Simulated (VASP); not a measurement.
# Hf5S3 (P-6m2) in VASP: further runs

Runs on Hf5S3. Level: PBE. Tasks: relaxation of cell and atoms, single point.

Everything below comes from runs of VASP 6.6.1. Logs are shortened: lines on timing, memory, paths and dates and some standing lists are left out, and cuts for length are marked.

### Step 1. The cell of the first run

Symmetry: P-6m2, No. 187, hexagonal system. Conventional cell: a = 3.355 Å, b = 3.355 Å, c = 15.511 Å, α = 90.00°, β = 90.00°, γ = 120.00°. Hf (site symmetry 3m) has 3 S at 2.65 Å and 10 Hf at 3.11 to 3.55 Å within 3.6 Å. Within 3.4 Å of Hf (site symmetry -6m2) lie 6 S at 2.60 Å and 6 Hf at 3.36 Å. Hf (site symmetry 3m) has 3 S at 2.62 Å and 10 Hf at 3.11 to 3.54 Å within 3.6 Å. Within 3.5 Å of S (site symmetry 3m) lie 6 Hf at 2.60 to 2.65 Å and 7 S at 3.36 to 3.48 Å. Within 3.5 Å of S (site symmetry -6m2) lie 6 Hf at 2.62 Å and 6 S at 3.36 Å.

### Step 2. Relaxation of cell and atoms, PBE

INCAR

```
  ALGO = Normal
  EDIFF = 1E-6
  EDIFFG = -0.01
  ENCUT = 600
  GGA = PE
  IBRION = 2
  ISIF = 3
  ISMEAR = 0
  LASPH = True
  LCHARG = False
  LREAL = False
  LWAVE = False
  NELM = 60
  NSW = 100
  PREC = Accurate
  SIGMA = 0.1
```

KPOINTS

```
k-points
0
Gamma
  12 12 2
```

POSCAR

```
Hf5S3
1.0
    3.3551610090      0.0000000000      0.0000000000
   -1.6775805045      2.9056546676      0.0000000000
    0.0000000000      0.0000000000     15.5111313274
Hf S
5 3
Direct
    1.0000000000      1.0000000000      0.2291139534
    1.0000000000      1.0000000000      0.7708860466
    1.0000000000      1.0000000000      0.0000000000
    0.3333333333      0.6666666667      0.3859018152
    0.3333333333      0.6666666667      0.6140981848
    0.3333333333      0.6666666667      0.1122541286
    0.3333333333      0.6666666667      0.8877458714
    0.6666666667      0.3333333333      0.5000000000
```

Potentials or basis: VASP PAW PBE potentials, release 64 (Hf_pv, S).

Run with:

```bash
$ cat potpaw_PBE.64/Hf_pv/POTCAR potpaw_PBE.64/S/POTCAR > POTCAR
$ mpirun -np 1 vasp_std > vasp.out
```

OUTCAR:

```text
EDIFF = 1E-6
   EDIFFG = -0.01
   ENCUT = 600
   GGA = PE
   IBRION = 2
   ISIF = 3
   ISMEAR = 0
   LASPH = True
   LREAL = False
   NELM = 60
   NSW = 100
   PREC = Accurate

 ion  position               nearest neighbor table
   1  0.000  0.000  0.229-   6 2.65   6 2.65   6 2.65   4 3.11   4 3.11   4 3.11   3 3.55
   2  0.000  0.000  0.771-   7 2.65   7 2.65   7 2.65   5 3.11   5 3.11   5 3.11   3 3.55
   3  0.000  0.000  0.000-   6 2.60   7 2.60   6 2.60   7 2.60   6 2.60   7 2.60   1 3.55   2 3.55

   4  0.333  0.667  0.386-   8 2.62   8 2.62   8 2.62   1 3.11   1 3.11   1 3.11   5 3.54
   5  0.333  0.667  0.614-   8 2.62   8 2.62   8 2.62   2 3.11   2 3.11   2 3.11   4 3.54
   6  0.333  0.667  0.112-   3 2.60   3 2.60   3 2.60   1 2.65   1 2.65   1 2.65
   7  0.333  0.667  0.888-   3 2.60   3 2.60   3 2.60   2 2.65   2 2.65   2 2.65
   8  0.667  0.333  0.500-   4 2.62   5 2.62   4 2.62   5 2.62   4 2.62   5 2.62

  LATTYP: Found a hexagonal cell.
 ALAT       =     3.3551610090
 C/A-ratio  =     4.6230661616

  Lattice vectors:

 A1 = (   3.3551610090,   0.0000000000,   0.0000000000)
 A2 = (  -1.6775805045,   2.9056546676,   0.0000000000)
 A3 = (   0.0000000000,   0.0000000000,  15.5111313274)

Analysis of symmetry for initial positions (statically):
=====================================================================
 Subroutine PRICEL returns:
 Original cell was already a primitive cell.

 Routine SETGRP: Setting up the symmetry group for a
 hexagonal supercell.

 Subroutine GETGRP returns: Found 12 space group operations
 (whereof 12 operations were pure point group operations)
 out of a pool of 24 trial point group operations.

The static configuration has the point symmetry D_3h.

Analysis of symmetry for dynamics (positions and initial velocities):
=====================================================================
 Subroutine PRICEL returns:
 Original cell was already a primitive cell.

 Routine SETGRP: Setting up the symmetry group for a
 hexagonal supercell.

 Subroutine GETGRP returns: Found 12 space group operations
 (whereof 12 operations were pure point group operations)
 out of a pool of 24 trial point group operations.

The dynamic configuration has the point symmetry D_3h.

 Subroutine INISYM returns: Found 12 space group operations
 (whereof 12 operations are pure point group operations),
 and found     1 'primitive' translations

----------------------------------------------------------------------------------------

                                     Primitive cell

  volume of cell :     151.2171

  direct lattice vectors                    reciprocal lattice vectors
     3.355161009  0.000000000  0.000000000     0.298048290  0.172078260  0.000000000
    -1.677580505  2.905654668  0.000000000     0.000000000  0.344156520  0.000000000
     0.000000000  0.000000000 15.511131327     0.000000000  0.000000000  0.064469830

  length of vectors
     3.355161009  3.355161009 15.511131327     0.344156520  0.344156520  0.064469830

  position of ions in fractional coordinates (direct lattice)
     0.000000000  0.000000000  0.229113953
     0.000000000  0.000000000  0.770886047
     0.000000000  0.000000000  0.000000000
     0.333333333  0.666666667  0.385901815
     0.333333333  0.666666667  0.614098185
     0.333333333  0.666666667  0.112254129
     0.333333333  0.666666667  0.887745871
     0.666666667  0.333333333  0.500000000

  ion indices of the primitive-cell ions
   primitive index   ion index
                 1           1
                 2           2
                 3           3
                 4           4
                 5           5
                 6           6
                 7           7
                 8           8

----------------------------------------------------------------------------------------

 KPOINTS: k-points

Automatic generation of k-mesh.
 Grid dimensions read from file:
 generate k-points for:   12   12    2

 Generating k-lattice:

  Cartesian coordinates                     Fractional coordinates (reciprocal lattice)
     0.024837357  0.014339855  0.000000000     0.083333333  0.000000000  0.000000000
     0.000000000  0.028679710  0.000000000     0.000000000  0.083333333  0.000000000
     0.000000000  0.000000000  0.032234915     0.000000000  0.000000000  0.500000000

  Length of vectors
     0.028679710  0.028679710  0.032234915

  Shift w.r.t. Gamma in fractional coordinates (k-lattice)
     0.000000000  0.000000000  0.000000000

 Subroutine IBZKPT returns following result:
 ===========================================

 Found     38 irreducible k-points:

 Following reciprocal coordinates:
            Coordinates               Weight
  0.000000  0.000000  0.000000      1.000000
  0.083333 -0.000000  0.000000      6.000000
  0.166667  0.000000  0.000000      6.000000
  0.250000  0.000000  0.000000      6.000000
  0.333333  0.000000  0.000000      6.000000
  0.416667 -0.000000  0.000000      6.000000
[... 16 lines left out ...]
  0.250000  0.000000  0.500000      6.000000
  0.333333  0.000000  0.500000      6.000000
 [... further k-points ...]
   k-points           NKPTS =     38   k-points in BZ     NKDIM =     38   number of bands    NBANDS=     40
   number of dos      NEDOS =    301   number of ions     NIONS =      8
   total plane-waves  NPLWV =  98784
   dimension x,y,z NGX =    28 NGY =   28 NGZ =  126
   dimension x,y,z NGXF=    56 NGYF=   56 NGZF=  252
   ions per type =               5   3
   NGX,Y,Z   is equivalent  to a cutoff of  13.87, 13.87, 13.50 a.u.
   NGXF,Y,Z  is equivalent  to a cutoff of  27.75, 27.75, 27.01 a.u.
 SYSTEM =  unknown system
   PREC   = accura    normal or accurate (medium, high low for compatibility)
   ISTART =      0    job   : 0-new  1-cont  2-samecut
   ICHARG =      2    charge: 1-file 2-atom 10-const
   ISPIN  =      1    spin polarized calculation?
   LNONCOLLINEAR =      F non collinear calculations
   LSORBIT =      F    spin-orbit coupling
   LASPH  =      T    aspherical Exc in radial PAW
   ENCUT  =  600.0 eV  44.10 Ry    6.64 a.u.   6.70  6.70 30.98*2*pi/ulx,y,z
   NELM   =     60;   NELMIN=  2; NELMDL= -5     # of ELM steps
   EDIFF  = 0.1E-05   stopping-criterion for ELM
   LREAL  =      F    real-space projection
   EDIFFG = -.1E-01   stopping-criterion for IOM
   NSW    =    100    number of steps for IOM
   IBRION =      2    ionic relax: 0-MD 1-quasi-New 2-CG
   NFREE  =      1    steps in history (QN), initial steepest desc. (CG)
   ISIF   =      3    stress and relaxation
   ISYM   =      2    0-nonsym 1-usesym 2-fastsym
   POTIM  = 0.5000    time-step for ionic-motion
   TEBEG  =    0.0;   TEEND  =   0.0 temperature during run
   PSTRESS=    0.0 pullay stress
   NELECT =      68.0000    total number of electrons
   NUPDOWN=      -1.0000    fix difference up-down
   EMIN   =  10.00;   EMAX   =-10.00  energy-range for DOS
   EFERMI =   0.00;   METHOD = LEGACY
   ISMEAR =     0;   SIGMA  =   0.10  broadening in eV -4-tet -1-fermi 0-gaus
   EFERMI_NEDOS =   21; number of points for ismear=-14 and -15
   IALGO  =     38    algorithm
   IMIX   =      4    mixing-type and parameters
     AMIX     =   0.40;   BMIX     =  1.00
     AMIX_MAG =   1.60;   BMIX_MAG =  1.00
  volume/ion in A,a.u.               =      18.90       127.56
  Fermi-wavevector in a.u.,A,eV,Ry     =   1.254231  2.370153 21.403261  1.573095
  Thomas-Fermi vector in A             =   2.388046
   LORBIT       =      0    0 simple, 1 ext, 2 COOP (PROOUT), +10 PAW based schemes
   GGA     = PE    functional components
   LHFCALC =     F    Hartree Fock is set to
   AEXX    =    0.0000 exact exchange contribution
   IVDW    =     0    specifies the selected vdW correction
   LEPSILON=     F    determine dielectric tensor
   LRPA    =     F    only Hartree local field effects (RPA)
 conjugate gradient relaxation of ions
 non-spin polarized calculation
 Gauss-broadening in eV      SIGMA  =   0.10
  energy-cutoff  :      600.00
  volume of cell :      151.22
 maximum number of plane-waves:      5102
 NGX is ok and might be reduce to    28
   NGX = 13   NGY = 13   NGZ = 61

--------------------------------------- Ionic step        1  -------------------------------------------

 number of electron      67.9999999 magnetization

 Free energy of the ion-electron system (eV)
  ---------------------------------------------------
  ext. energy  EPLUGINS =         0.00000000
  ---------------------------------------------------
  free energy    TOTEN  =       -70.91664857 eV

  energy without entropy =      -70.89023429  energy(sigma->0) =      -70.90344143

------------------------ aborting loop because EDIFF is reached ----------------------------------------

  FORCE on cell =-STRESS in cart. coord.  units (eV):
  Direction    XX          YY          ZZ          XY          YZ          ZX
  --------------------------------------------------------------------------------------
  -------------------------------------------------------------------------------------
  Total       -0.5653030     -0.5653030     -0.6575642      0.0000000     -0.0000000      0.0000000
  in kB       -5.9895069     -5.9895069     -6.9670331      0.0000000     -0.0000000      0.0000000
  external PRESSURE =      -6.3153490 kB  Pullay stress =       0.0000000 kB
[... 237 lines left out ...]
  energy  without entropy=      -70.8917490091  energy(sigma->0) =      -70.90489741

--------------------------------------- Ionic step        7  -------------------------------------------

 number of electron      67.9999999 magnetization

 Free energy of the ion-electron system (eV)
  ---------------------------------------------------
  ext. energy  EPLUGINS =         0.00000000
  ---------------------------------------------------
  free energy    TOTEN  =       -70.91807784 eV

  energy without entropy =      -70.89182908  energy(sigma->0) =      -70.90495346

 E-fermi :   6.6962     XC(G=0): -11.4164

 val. band max:        6.6901250295   @ k =   0.2500   0.1667   0.0000
 cond. band min:       6.6979324927   @ k =   0.3333   0.0000   0.5000
 fundamental gap:      0.0078074631
 Fermi energy:         6.6961634372

 k-point     1 :       0.0000    0.0000    0.0000
  band No.  band energies     occupation
      1     -24.6332      2.00000
      2     -24.5764      2.00000
      3     -24.4851      2.00000
      4     -24.1773      2.00000
      5     -24.1773      2.00000
      6     -24.1319      2.00000
[... 1021 lines left out ...]
     39       8.9889      0.00000
     40       9.2126      0.00000

 [... further k-points ...]
[... 5 lines left out ...]
  --------------------------------------------------------------------------------------
  -------------------------------------------------------------------------------------
  Total       -0.0198677     -0.0198677     -0.0099350     -0.0000000     -0.0000000      0.0000000
  in kB       -0.2114483     -0.2114483     -0.1057361     -0.0000000     -0.0000000      0.0000000
  external PRESSURE =      -0.1762109 kB  Pullay stress =       0.0000000 kB
[... 23 lines left out ...]
  FREE ENERGIE OF THE ION-ELECTRON SYSTEM (eV)
  ---------------------------------------------------
  free  energy   TOTEN  =       -70.9180778383 eV

  energy  without entropy=      -70.8918290810  energy(sigma->0) =      -70.90495346

 reached required accuracy - stopping structural energy minimisation
```

It took 17 min on 1 thread of Intel Xeon Platinum 8259CL at 2.50GHz (Skylake/Cascade Lake), shared host; peak memory 0.45 GiB.

What came out:

* Free energy: -70.9181 eV
* Relaxed volume: 18.82 Å³/atom
* Relaxed cell: a = 3.350 Å, b = 3.350 Å, c = 15.488 Å, α = 90.00°, β = 90.00°, γ = 120.00°
* Space group after relaxing (to 0.1 Å): P-6m2 (No. 187)
* Energy gained by relaxing: 0.2 meV/atom
* Ionic steps: 7
* Pressure after relaxing: 0.0 GPa
* Largest force after relaxing: 0.007 eV/Å
* Band gap on the k mesh: zero (bands 34 and 35 overlap by 0.71 eV)

Forces on the atoms (eV/Å):
```
Hf   0.000  0.000 -0.007
Hf   0.000  0.000  0.007
Hf   0.000  0.000  0.000
Hf   0.000  0.000  0.006
Hf   0.000  0.000 -0.006
S    0.000  0.000 -0.001
S    0.000  0.000  0.001
S    0.000  0.000  0.000
```

The path:
```csv
step,energy change (eV),largest force (eV/Å),pressure (GPa),volume (Å³)
1,0.0000,0.0210,-0.63,151.22
2,0.0011,0.0118,0.88,149.59
3,-0.0014,0.0164,0.01,150.52
4,-0.0014,0.0166,0.01,150.53
5,-0.0014,0.0169,-0.05,150.60
6,-0.0014,0.0169,-0.02,150.55
7,-0.0014,0.0071,-0.02,150.54
```

Final structure:
```
CELL_PARAMETERS angstrom
3.35014 0.00000 0.00000
-1.67507 2.90131 0.00000
0.00000 0.00000 15.48803
ATOMIC_POSITIONS crystal
Hf 0.00000 0.00000 0.22904
Hf 0.00000 0.00000 0.77096
Hf 0.00000 0.00000 0.00000
Hf 0.33333 0.66667 0.38597
Hf 0.33333 0.66667 0.61403
S 0.33333 0.66667 0.11225
S 0.33333 0.66667 0.88775
S 0.66667 0.33333 0.50000
```

Caveat: spin-orbit coupling is left out, which moves the levels of the heavy elements.

(Part 1 of 3 ends here.)

The gap in the log of VASP goes by the Fermi energy; the results here count the filled bands.